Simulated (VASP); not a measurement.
# MgO (Periclase): single point with PBE

Crystal: MgO (Periclase).

```
Mg O
1.0
     0.00000    2.04264    2.04264
     2.04264    0.00000    2.04264
     2.04264    2.04264    0.00000
Mg O
1 1
Direct
  0.00000 0.00000 0.00000
  0.50000 0.50000 0.50000
```

- Program: VASP 6.6.1
- Task: single point
- Functional: PBE
- Potentials or basis: VASP PAW PBE potentials, release 64 (Mg, O)
- Cutoff: 600 eV
- k mesh: 10 × 10 × 10
- Occupations: gaussian, width 0.02 eV
- Spin: no spin polarisation
- Dipole correction: no
- Further INCAR settings: ALGO = Normal; EDIFF = 1e-06; NBANDS = 11

```yaml
Pressure: 22.2 GPa
Band_gap_on_the_k_mesh: 5.67 eV, direct
```

Levels at points of the mesh, in eV from the valence-band top:
```csv
k point,band 2,band 3,band 4,band 5,band 6,band 7
"(0.00, 0.00, 0.00)",0.00,0.00,0.00,5.67,16.32,16.32
"(0.50, 0.00, 0.00)",-5.04,-0.76,-0.76,8.50,13.67,17.28
"(0.50, 0.50, 0.00)",-4.47,-1.48,-1.48,9.21,11.01,14.11
```

Wall time 4.1 s on 1 thread of Intel(R) Xeon(R) 6975P-C (Granite Rapids), with other jobs on the host, peak memory 0.14 GiB.

As with any semilocal functional, this PBE gap is likely too small.
